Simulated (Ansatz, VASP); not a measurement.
# HfN: VASP beside Ansatz

```
Hf N
1.0
     3.85671    0.00000    0.00000
     0.00000    3.85671    0.00000
     0.00000    0.00000    4.81847
Hf N
2 2
Direct
  0.50000 0.00000 0.17687
  0.00000 0.50000 0.82313
  0.00000 0.00000 0.00000
  0.50000 0.50000 0.00000
```

Alike in both runs: task single point; functional PBE; k mesh 15 × 15 × 12; occupations gaussian, width 0.05 eV; no spin polarisation.

|  | VASP | Ansatz |
| --- | --- | --- |
| version | VASP 6.6.1 | Ansatz 0.2.0 |
| potentials or method | VASP PAW PBE potentials, release 64 (Hf_pv, N), cutoff 520 eV | scalar-relativistic, plane waves, PAW |
| valence electrons in the cell | 30 | 62 |

VASP gave:

```
gap on the k mesh at the Fermi level (eV)                     : none
pressure (GPa)                                                : -1.3
traceless stress, the component that is largest in VASP (GPa) : 0.53
rms of the force components (eV/Å)                            : 0.073
```

Which values does Ansatz return?

gap on the k mesh at the Fermi level (eV): none; pressure (GPa): 0.0; traceless stress, the component that is largest in VASP (GPa): -0.01; rms of the force components (eV/Å): 0.001.

Atom by atom the forces differ by 0.074 eV/Å (rms over components). A gap of «none» marks a metal or a gap that the smearing closes. VASP's potentials hold 30 valence electrons a cell and Ansatz's 62, so a difference there can come from the potentials and not from the codes.

Neither program's run includes spin-orbit coupling.
